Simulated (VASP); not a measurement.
Here is a VASP 6.6.1 calculation.

INCAR

```
PREC     = Accurate       # precision mode
ENCUT    = 600            # plane-wave cutoff, eV
EDIFF    = 1E-6           # SCF threshold, eV
ISMEAR   = 0              # smearing method
SIGMA    = 0.1            # smearing width, eV
LREAL    = F              # projectors in reciprocal space
LASPH    = T              # aspherical terms in the spheres
NELM     = 60             # most SCF steps
ALGO     = Normal         # electronic algorithm
ISIF     = 3              # what is computed and relaxed
LWAVE    = F              # write WAVECAR
LCHARG   = F              # write CHGCAR
GGA      = PE             # functional
IBRION   = 2              # ionic algorithm
NSW      = 90             # ionic steps
EDIFFG   = -0.04          # ionic threshold
```

KPOINTS

```
Automatic mesh
0
Gamma
  3 3 4
```

Contents of POSCAR:

```
TiAl3
1.0
    6.0479940900      0.0000000000      0.0000000000
   -3.0239970400      5.2377165200      0.0000000000
    0.0000000000      0.0000000000      4.7182219700
Ti Al
2 6
Direct
    0.6666666700      0.3333333300      0.2500000000
    0.3333333300      0.6666666700      0.7500000000
    0.1774635600      0.3549271200      0.2500000000
    0.1774635600      0.8225364400      0.2500000000
    0.6450728800      0.8225364400      0.2500000000
    0.3549271200      0.1774635600      0.7500000000
    0.8225364400      0.1774635600      0.7500000000
    0.8225364400      0.6450728800      0.7500000000
```

Potentials or basis: VASP PAW PBE potentials, release 64 (Ti_sv, Al).

Launch:

```bash
$ cat potpaw_PBE.64/Ti_sv/POTCAR potpaw_PBE.64/Al/POTCAR > POTCAR
$ mpirun -np 1 vasp_std > vasp.out
```

Predict the relaxed volume.

15.84 Å³/atom.

Estimate the relaxed cell.

a = 5.594 Å, b = 5.594 Å, c = 4.676 Å, α = 90.00°, β = 90.00°, γ = 120.00°.

Forces in eV/Å, atoms in the order of the input:
```
Ti   0.000  0.000  0.000
Ti   0.000  0.000  0.000
Al   0.000 -0.025  0.000
Al  -0.021  0.012  0.000
Al   0.021  0.012  0.000
Al  -0.021 -0.012  0.000
Al   0.021 -0.012  0.000
Al   0.000  0.025  0.000
```

Caveat: the k points lie up to 0.43 Å⁻¹ apart in the final cell, too coarse for converged energies and pressures of a metal; the volume moved by over 15 % at a fixed basis, so the end points are rough.
